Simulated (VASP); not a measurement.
A run of VASP 6.6.1 is set up as follows.

The input INCAR:

```
  PREC = Accurate
  ENCUT = 600
  EDIFF = 1E-6
  ISMEAR = -1
  SIGMA = 0.05
  LREAL = False
  LASPH = True
  NELM = 60
  ALGO = Fast
  ISIF = 3
  LWAVE = False
  LCHARG = False
  GGA = PE
  IBRION = 2
  NSW = 60
  EDIFFG = -0.01
```

Contents of KPOINTS:

```
Automatic mesh
0
Gamma
  11 11 11
```

The input POSCAR:

```
In
1.0
   -1.6254700000      1.6254700000      2.4737000000
    1.6254700000     -1.6254700000      2.4737000000
    1.6254700000      1.6254700000     -2.4737000000
In
1
Direct
    0.0000000000      0.0000000000      0.0000000000
```

Potentials or basis: VASP PAW PBE potentials, release 64 (In_d).

Command:

```sh
$ cat potpaw_PBE.64/In_d/POTCAR > POTCAR
$ mpirun -np 1 vasp_std > vasp.out
```

Question: Estimate the relaxed cell.

Answer: a = 3.406 Å, b = 3.406 Å, c = 3.406 Å, α = 121.23°, β = 121.23°, γ = 87.88°.

Question: What does it give for the space group after relaxing (to 0.05 Å)?

Answer: I4/mmm (No. 139).

Final structure:
```
CELL_PARAMETERS angstrom
-1.67126 1.67126 2.45253
1.67126 -1.67126 2.45253
1.67126 1.67126 -2.45253
ATOMIC_POSITIONS crystal
In 0.00000 0.00000 0.00000
```

 Zero-point motion and thermal expansion aren't in these numbers.
